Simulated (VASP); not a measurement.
# NiGe2O5 (P4/mmm) in VASP: single point with PBE

Aim: the single point of NiGe2O5 with PBE.

All numbers are computed with VASP 6.6.1; they aren't measurements. Logs are shortened: lines on timing, memory, paths and dates and some standing lists are left out, and cuts for length are marked.

### Step 1. The cell of the first run

The structure is tetragonal, space group P4/mmm (No. 123). The conventional cell has a = 3.823 Å, b = 3.823 Å, c = 7.106 Å, α = 90.00°, β = 90.00°, γ = 90.00°. Within 2.5 Å of Ni (site symmetry 4/mmm) lie 4 O at 1.91 Å. Ge (site symmetry 4/mmm) has 2 O at 1.70 Å within 2.3 Å. Within 2.5 Å of Ge (site symmetry 4/mmm) lie 6 O at 1.85 to 1.91 Å. O (site symmetry 4mm) has 2 Ge at 1.70 to 1.85 Å within 2.3 Å. Within 2.5 Å of O (site symmetry mmm) lie 2 Ni at 1.91 Å and 2 Ge at 1.91 Å. O (site symmetry 4/mmm) has 4 Ge at 2.70 Å and 8 O at 3.19 Å and 2 Ni at 3.55 Å within 3.6 Å.

The cell was built from a structure type or drawn by symmetry, and may not be a known phase.

### Step 2. Single point, PBE, collinear spin

Input file INCAR:

```
  PREC = Accurate
  ENCUT = 520
  EDIFF = 1E-7
  ISMEAR = 0
  SIGMA = 0.1
  LREAL = False
  LASPH = True
  NELM = 150
  ALGO = Normal
  ISIF = 2
  LWAVE = False
  LCHARG = False
  ISPIN = 2
  MAGMOM = 0.6 0 0 0 0 0 0 0.37
  LORBIT = 11
  LMAXMIX = 4
  GGA = PE
  NBANDS = 48
```

Input file KPOINTS:

```
Automatic mesh
0
Gamma
  8 8 6
```

Input file POSCAR:

```
NiGe2O5
1.0
    3.8231003489      0.0000000000      0.0000000000
    0.0000000000      3.8231003489      0.0000000000
    0.0000000000      0.0000000000      7.1062453859
Ni Ge O
1 2 5
Direct
    0.5000000000      0.5000000000      0.5000000000
    0.0000000000      0.0000000000      0.0000000000
    0.0000000000      0.0000000000      0.5000000000
    0.0000000000      0.0000000000      0.7604832598
    0.0000000000      0.0000000000      0.2395167402
    0.5000000000      0.0000000000      0.5000000000
    0.0000000000      0.5000000000      0.5000000000
    0.5000000000      0.5000000000      0.0000000000
```

Potentials or basis: VASP PAW PBE potentials, release 64 (Ni, Ge_d, O).

Run with:

```sh
$ cat potpaw_PBE.64/Ni/POTCAR potpaw_PBE.64/Ge_d/POTCAR potpaw_PBE.64/O/POTCAR > POTCAR
$ mpirun -np 1 vasp_std > vasp.out
```

OUTCAR:

```text
PREC = Accurate
   ENCUT = 520
   EDIFF = 1E-7
   ISMEAR = 0
   LREAL = False
   LASPH = True
   NELM = 150
   ISIF = 2
   ISPIN = 2
   LORBIT = 11
   GGA = PE

 ion  position               nearest neighbor table
   1  0.500  0.500  0.500-   6 1.91   7 1.91   6 1.91   7 1.91   3 2.70   3 2.70   3 2.70   3 2.70

   2  0.000  0.000  0.000-   4 1.70   5 1.70
   3  0.000  0.000  0.500-   4 1.85   5 1.85   6 1.91   7 1.91   7 1.91   6 1.91   1 2.70   1 2.70
                             1 2.70   1 2.70
   4  0.000  0.000  0.760-   2 1.70   3 1.85
   5  0.000  0.000  0.240-   2 1.70   3 1.85
   6  0.500  0.000  0.500-   1 1.91   3 1.91   1 1.91   3 1.91
   7  0.000  0.500  0.500-   1 1.91   3 1.91   3 1.91   1 1.91
   8  0.500  0.500  0.000-

  LATTYP: Found a simple tetragonal cell.
 ALAT       =     3.8231003489
 C/A-ratio  =     1.8587650695

  Lattice vectors:

 A1 = (   3.8231003489,   0.0000000000,   0.0000000000)
 A2 = (   0.0000000000,   3.8231003489,   0.0000000000)
 A3 = (   0.0000000000,   0.0000000000,   7.1062453859)

Analysis of symmetry for initial positions (statically):
=====================================================================
 Subroutine PRICEL returns:
 Original cell was already a primitive cell.

 Routine SETGRP: Setting up the symmetry group for a
 simple tetragonal supercell.

 Subroutine GETGRP returns: Found 16 space group operations
 (whereof 16 operations were pure point group operations)
 out of a pool of 16 trial point group operations.

The static configuration has the point symmetry D_4h.

Analysis of symmetry for dynamics (positions and initial velocities):
=====================================================================
 Subroutine PRICEL returns:
 Original cell was already a primitive cell.

 Routine SETGRP: Setting up the symmetry group for a
 simple tetragonal supercell.

 Subroutine GETGRP returns: Found 16 space group operations
 (whereof 16 operations were pure point group operations)
 out of a pool of 16 trial point group operations.

The dynamic configuration has the point symmetry D_4h.

Analysis of structural, dynamic, and magnetic symmetry:
=====================================================================
 Subroutine PRICEL returns:
 Original cell was already a primitive cell.

 Routine SETGRP: Setting up the symmetry group for a
 simple tetragonal supercell.

 Subroutine GETGRP returns: Found 16 space group operations
 (whereof 16 operations were pure point group operations)
 out of a pool of 16 trial point group operations.

The overall configuration has the point symmetry D_4h.

 Subroutine INISYM returns: Found 16 space group operations
 (whereof 16 operations are pure point group operations),
 and found     1 'primitive' translations

----------------------------------------------------------------------------------------

                                     Primitive cell

  volume of cell :     103.8656

  direct lattice vectors                    reciprocal lattice vectors
     3.823100349  0.000000000  0.000000000     0.261567814  0.000000000  0.000000000
     0.000000000  3.823100349  0.000000000     0.000000000  0.261567814  0.000000000
     0.000000000  0.000000000  7.106245386     0.000000000  0.000000000  0.140721288

  length of vectors
     3.823100349  3.823100349  7.106245386     0.261567814  0.261567814  0.140721288

  position of ions in fractional coordinates (direct lattice)
     0.500000000  0.500000000  0.500000000
     0.000000000  0.000000000  0.000000000
     0.000000000  0.000000000  0.500000000
     0.000000000  0.000000000  0.760483260
     0.000000000  0.000000000  0.239516740
     0.500000000  0.000000000  0.500000000
     0.000000000  0.500000000  0.500000000
     0.500000000  0.500000000  0.000000000

  ion indices of the primitive-cell ions
   primitive index   ion index
                 1           1
                 2           2
                 3           3
                 4           4
                 5           5
                 6           6
                 7           7
                 8           8

----------------------------------------------------------------------------------------

 KPOINTS: Automatic mesh

Automatic generation of k-mesh.
 Grid dimensions read from file:
 generate k-points for:    8    8    6

 Generating k-lattice:

  Cartesian coordinates                     Fractional coordinates (reciprocal lattice)
     0.032695977  0.000000000  0.000000000     0.125000000  0.000000000  0.000000000
     0.000000000  0.032695977  0.000000000     0.000000000  0.125000000  0.000000000
     0.000000000  0.000000000  0.023453548     0.000000000  0.000000000  0.166666667

  Length of vectors
     0.032695977  0.032695977  0.023453548

  Shift w.r.t. Gamma in fractional coordinates (k-lattice)
     0.000000000  0.000000000  0.000000000

 Subroutine IBZKPT returns following result:
 ===========================================

 Found     60 irreducible k-points:

 Following reciprocal coordinates:
            Coordinates               Weight
  0.000000  0.000000  0.000000      1.000000
  0.125000  0.000000  0.000000      4.000000
  0.250000  0.000000  0.000000      4.000000
  0.375000  0.000000  0.000000      4.000000
  0.500000  0.000000  0.000000      2.000000
  0.125000  0.125000  0.000000      4.000000
[... 16 lines left out ...]
  0.375000  0.125000  0.166667     16.000000
  0.500000  0.125000  0.166667      8.000000
 [... further k-points ...]
   k-points           NKPTS =     60   k-points in BZ     NKDIM =     60   number of bands    NBANDS=     48
   number of dos      NEDOS =    301   number of ions     NIONS =      8
   total plane-waves  NPLWV =  42336
   dimension x,y,z NGX =    28 NGY =   28 NGZ =   54
   dimension x,y,z NGXF=    56 NGYF=   56 NGZF=  108
   ions per type =               1   2   5
   NGX,Y,Z   is equivalent  to a cutoff of  12.18, 12.18, 12.63 a.u.
   NGXF,Y,Z  is equivalent  to a cutoff of  24.35, 24.35, 25.27 a.u.
 SYSTEM =  unknown system
   PREC   = accura    normal or accurate (medium, high low for compatibility)
   ISTART =      0    job   : 0-new  1-cont  2-samecut
   ICHARG =      2    charge: 1-file 2-atom 10-const
   ISPIN  =      2    spin polarized calculation?
   LNONCOLLINEAR =      F non collinear calculations
   LSORBIT =      F    spin-orbit coupling
   LASPH  =      T    aspherical Exc in radial PAW
   ENCUT  =  520.0 eV  38.22 Ry    6.18 a.u.   7.11  7.11 13.21*2*pi/ulx,y,z
   NELM   =    150;   NELMIN=  2; NELMDL= -5     # of ELM steps
   EDIFF  = 0.1E-06   stopping-criterion for ELM
   LREAL  =      F    real-space projection
   EDIFFG = 0.1E-05   stopping-criterion for IOM
   NSW    =      0    number of steps for IOM
   IBRION =     -1    ionic relax: 0-MD 1-quasi-New 2-CG
   NFREE  =      0    steps in history (QN), initial steepest desc. (CG)
   ISIF   =      2    stress and relaxation
   ISYM   =      2    0-nonsym 1-usesym 2-fastsym
   POTIM  = 0.5000    time-step for ionic-motion
   TEBEG  =    0.0;   TEEND  =   0.0 temperature during run
   PSTRESS=    0.0 pullay stress
   NELECT =      68.0000    total number of electrons
   NUPDOWN=      -1.0000    fix difference up-down
   EMIN   =  10.00;   EMAX   =-10.00  energy-range for DOS
   EFERMI =   0.00;   METHOD = LEGACY
   ISMEAR =     0;   SIGMA  =   0.10  broadening in eV -4-tet -1-fermi 0-gaus
   EFERMI_NEDOS =   21; number of points for ismear=-14 and -15
   IALGO  =     38    algorithm
   IMIX   =      4    mixing-type and parameters
     AMIX     =   0.40;   BMIX     =  1.00
     AMIX_MAG =   1.60;   BMIX_MAG =  1.00
  volume/ion in A,a.u.               =      12.98        87.61
  Fermi-wavevector in a.u.,A,eV,Ry     =   1.421523  2.686289 27.493674  2.020728
  Thomas-Fermi vector in A             =   2.542324
   LORBIT       =     11    0 simple, 1 ext, 2 COOP (PROOUT), +10 PAW based schemes
   GGA     = PE    functional components
   LHFCALC =     F    Hartree Fock is set to
   AEXX    =    0.0000 exact exchange contribution
   IVDW    =     0    specifies the selected vdW correction
   LEPSILON=     F    determine dielectric tensor
   LRPA    =     F    only Hartree local field effects (RPA)
 spin polarized calculation
 Gauss-broadening in eV      SIGMA  =   0.10
  energy-cutoff  :      520.00
  volume of cell :      103.87
 maximum number of plane-waves:      2820
   NGX = 15   NGY = 15   NGZ = 27

 number of electron      67.9999987 magnetization       1.1345607

 Free energy of the ion-electron system (eV)
  ---------------------------------------------------
  ext. energy  EPLUGINS =         0.00000000
  ---------------------------------------------------
  free energy    TOTEN  =       -43.65727385 eV

  energy without entropy =      -43.61544067  energy(sigma->0) =      -43.63635726

 E-fermi :   2.9673     XC(G=0): -10.1927

 val. band max:        2.9660931972   @ k =   0.3750   0.3750   0.1667
 cond. band min:       2.9681072876   @ k =   0.3750   0.0000   0.3333
 fundamental gap:      0.0020140904
 Fermi energy:         2.9673214519

 spin component 1

 k-point     1 :       0.0000    0.0000    0.0000
  band No.  band energies     occupation
      1     -23.0771      1.00000
      2     -22.9657      1.00000
      3     -22.7610      1.00000
      4     -22.6541      1.00000
      5     -22.6541      1.00000
      6     -22.4699      1.00000
[... 38 lines left out ...]
     45      14.8175      0.00000
     46      14.8175      0.00000

 k-point     2 :       0.1250    0.0000    0.0000
  band No.  band energies     occupation
      1     -23.0647      1.00000
      2     -22.9593      1.00000
      3     -22.7620      1.00000
      4     -22.6552      1.00000
      5     -22.6541      1.00000
      6     -22.4689      1.00000
[... 1070 lines left out ...]
 k-point    24 :       0.5000    0.1250    0.1667
  band No.  band energies     occupation
      1     -22.9989      1.00000
      2     -22.8913      1.00000
      3     -22.7692      1.00000
      4     -22.6611      1.00000
      5     -22.6549      1.00000
      6     -22.4672      1.00000
[... 38 lines left out ...]
     45      13.9065      0.00000
     46      14.2889      0.00000

 [... further k-points ...]

 spin component 2

 k-point     1 :       0.0000    0.0000    0.0000
  band No.  band energies     occupation
      1     -23.0720      1.00000
      2     -22.9639      1.00000
      3     -22.7630      1.00000
      4     -22.6552      1.00000
      5     -22.6552      1.00000
      6     -22.4695      1.00000
[... 38 lines left out ...]
     45      14.8682      0.00000
     46      14.8682      0.00000

 k-point     2 :       0.1250    0.0000    0.0000
  band No.  band energies     occupation
      1     -23.0600      1.00000
      2     -22.9577      1.00000
      3     -22.7640      1.00000
      4     -22.6563      1.00000
      5     -22.6552      1.00000
      6     -22.4685      1.00000
[... 1070 lines left out ...]
 k-point    24 :       0.5000    0.1250    0.1667
  band No.  band energies     occupation
      1     -22.9961      1.00000
      2     -22.8919      1.00000
      3     -22.7712      1.00000
      4     -22.6621      1.00000
      5     -22.6560      1.00000
      6     -22.4671      1.00000
[... 38 lines left out ...]
     45      13.9423      0.00000
     46      14.2920      0.00000

 [... further k-points ...]

 [bands above 46 left out]

------------------------ aborting loop because EDIFF is reached ----------------------------------------

  FORCE on cell =-STRESS in cart. coord.  units (eV):
  Direction    XX          YY          ZZ          XY          YZ          ZX
  --------------------------------------------------------------------------------------
  -------------------------------------------------------------------------------------
  Total       -0.3969740     -0.3969740     -0.7718501      0.0000000      0.0000000      0.0000000
  in kB       -6.1235181     -6.1235181    -11.9061669      0.0000000      0.0000000      0.0000000
  external PRESSURE =      -8.0510677 kB  Pullay stress =       0.0000000 kB

 VOLUME and BASIS-vectors are now :
 -----------------------------------------------------------------------------
  energy-cutoff  :      520.00
  volume of cell :      103.87
      direct lattice vectors                 reciprocal lattice vectors
     3.823100349  0.000000000  0.000000000     0.261567814  0.000000000  0.000000000
     0.000000000  3.823100349  0.000000000     0.000000000  0.261567814  0.000000000
     0.000000000  0.000000000  7.106245386     0.000000000  0.000000000  0.140721288

 POSITION                                       TOTAL-FORCE (eV/Angst)
 -----------------------------------------------------------------------------------
      1.91155      1.91155      3.55312         0.000000      0.000000      0.000000
      0.00000      0.00000      0.00000         0.000000      0.000000      0.000000
      0.00000      0.00000      3.55312         0.000000      0.000000      0.000000
      0.00000      0.00000      5.40418        -0.000000     -0.000000     -0.186793
      0.00000      0.00000      1.70206        -0.000000      0.000000      0.186793
      1.91155      0.00000      3.55312         0.000000      0.000000      0.000000
      0.00000      1.91155      3.55312         0.000000      0.000000      0.000000
      1.91155      1.91155      0.00000         0.000000      0.000000      0.000000
 -----------------------------------------------------------------------------------
    total drift:                                0.000000      0.000000      0.000000

  FREE ENERGIE OF THE ION-ELECTRON SYSTEM (eV)
  ---------------------------------------------------
  free  energy   TOTEN  =       -43.6572738522 eV

  energy  without entropy=      -43.6154406668  energy(sigma->0) =      -43.63635726

 total charge

# of ion       s       p       d       tot
------------------------------------------
    1        0.384   0.469   8.379   9.232
    2        1.015   0.966  10.271  12.251
    3        0.922   1.079  10.448  12.449
    4        1.562   3.512   0.000   5.074
    5        1.562   3.512   0.000   5.074
    6        1.562   3.521   0.000   5.083
    7        1.562   3.521   0.000   5.083
    8        1.590   3.145   0.000   4.734
--------------------------------------------------
tot         10.160  19.725  29.098  58.982

 magnetization (x)

# of ion       s       p       d       tot
------------------------------------------
    1        0.018   0.009   0.948   0.974
    2       -0.000   0.000   0.000   0.000
    3       -0.002  -0.003  -0.001  -0.006
    4       -0.000   0.001   0.000   0.001
    5       -0.000   0.001   0.000   0.001
    6        0.008   0.070   0.000   0.078
    7        0.008   0.070   0.000   0.078
    8       -0.000  -0.016   0.000  -0.017
--------------------------------------------------
tot          0.032   0.131   0.947   1.110
```

Run time: 39 min. Hardware: 1 thread of Oxide Virtual Turin-like, shared host; peak memory 0.51 GiB.

Results:

```yaml
Free_energy: -43.6573 eV
Pressure: -0.8 GPa
Largest_force: 0.187 eV/Å
Net_moment: 1.13 μB per cell
Site_moments: Ni +0.97; Ge +0.00, -0.01; O +0.00, +0.08, -0.02 (each value once) μB
Valence_electrons_inside_the_program's_atomic_spheres: Ni 9.23; Ge 12.25, 12.45; O 5.07, 5.08, 4.73 (each value once)
```

Forces on the atoms (eV/Å):
```
Ni   0.000  0.000  0.000
Ge   0.000  0.000  0.000
Ge   0.000  0.000  0.000
O    0.000  0.000 -0.187
O    0.000  0.000  0.187
O    0.000  0.000  0.000
O    0.000  0.000  0.000
O    0.000  0.000  0.000
```

Levels at points of the mesh, in eV from the Fermi level:
Spin up:
| k point | band 33 | band 34 | band 35 | band 36 | band 37 | band 38 |
| --- | --- | --- | --- | --- | --- | --- |
| (0.00, 0.00, 0.00) | -1.34 | -0.61 | -0.61 | -0.31 | 3.19 | 4.51 |
| (0.50, 0.00, 0.00) | -0.66 | -0.54 | -0.01 | 1.85 | 3.07 | 5.08 |
| (0.50, 0.50, 0.00) | -0.66 | -0.24 | 1.39 | 1.65 | 4.86 | 4.86 |
| (0.00, 0.00, 0.50) | -0.65 | -0.65 | -0.32 | 0.50 | 1.10 | 4.77 |
| (0.50, 0.00, 0.50) | -0.66 | -0.52 | 0.02 | 2.31 | 3.27 | 4.10 |
| (0.50, 0.50, 0.50) | -0.52 | -0.06 | 0.71 | 1.65 | 5.36 | 5.36 |
Spin down:
| k point | band 31 | band 32 | band 33 | band 34 | band 35 | band 36 |
| --- | --- | --- | --- | --- | --- | --- |
| (0.00, 0.00, 0.00) | -0.87 | -0.70 | -0.62 | -0.62 | -0.35 | -0.28 |
| (0.50, 0.00, 0.00) | -0.68 | -0.61 | -0.06 | 0.14 | 0.76 | 1.86 |
| (0.50, 0.50, 0.00) | -0.52 | -0.29 | 0.19 | 0.19 | 1.42 | 2.94 |
| (0.00, 0.00, 0.50) | -0.97 | -0.63 | -0.63 | -0.28 | -0.20 | 0.52 |
| (0.50, 0.00, 0.50) | -0.66 | -0.60 | -0.05 | 0.14 | 0.81 | 2.31 |
| (0.50, 0.50, 0.50) | -0.77 | 0.04 | 0.20 | 0.20 | 0.71 | 2.94 |

Caveat: a cell with one magnetic atom can't hold antiferromagnetic order, which such compounds often take; semilocal functionals often make such compounds metallic where correlation or magnetic order opens a gap, which also shifts bond lengths. With open d or f shells a metallic result of PBE can be an artefact of self-interaction; +U or a hybrid may open a gap.
